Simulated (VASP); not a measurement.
Crystal: C.

```
C
1.0
     0.00000    1.81835    1.81835
     1.81835    0.00000    1.81835
     1.81835    1.81835    0.00000
C
2
Cartesian
  2.7275 2.7275 2.7275
  1.8183 1.8183 1.8183
```

Base run:

```yaml
Program: VASP 6.6.1
Functional: PBEsol
Dispersion: D4
Potentials_or_basis: VASP PAW PBE potentials, release 64 (C)
Cutoff: 520 eV
k_mesh: 13 × 13 × 13
Occupations: fermi-dirac, width 0.05 eV
Spin: no spin polarisation
```

Its results: band gap on the k mesh 3.89 eV, indirect (least direct gap 5.38 eV); pressure -29.3 GPa.

Question: The run is repeated on the same cell with these changes: functional from PBEsol to BLYP. What comes out?

Answer: Band gap on the k mesh 4.33 eV, indirect (least direct gap 5.57 eV); pressure -21.4 GPa.

BLYP binds less tightly than PBEsol, so the same cell stands under more pressure.

Caveats: the PAW data sets were made with another functional, which shifts forces and pressure a little.

A k mesh can miss the band edges.
